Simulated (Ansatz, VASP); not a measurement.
Two plane-wave programs on Cu

```
CELL_PARAMETERS angstrom
0.00000 1.75981 1.75981
1.75981 0.00000 1.75981
1.75981 1.75981 0.00000
ATOMIC_POSITIONS crystal
Cu 0.00000 0.00000 0.00000
```

Alike in both runs: functional LDA; k mesh 10 × 10 × 10; occupations gaussian, width 0.1 eV; no spin polarisation.

Ansatz relaxed the structure, and its values are those at the end. VASP's run is a single point on that final structure, the one shown.

|  | VASP | Ansatz |
| --- | --- | --- |
| version | VASP 6.6.1 | Ansatz 0.2.0 |
| potentials or method | VASP PAW LDA potentials, release 64 (Cu_sv_GW), cutoff 700 eV | scalar-relativistic, plane waves, PAW |
| valence electrons in the cell | 19 | 19 |

|  | VASP | Ansatz | Ansatz less VASP |
| --- | --- | --- | --- |
| gap on the k mesh at the Fermi level (eV) | none | none | - |
| pressure (GPa) | -4.3 | -0.3 | +4.07 |

Ansatz warns that its potentials were made for another functional, while VASP's fit it. LDA's correlation is that of Perdew and Zunger in VASP and of Perdew and Wang (1992) in Ansatz. A gap of «none» marks a metal or a gap that the smearing closes. One of these differences is far larger than is usual between the two programs; its cause wasn't traced.
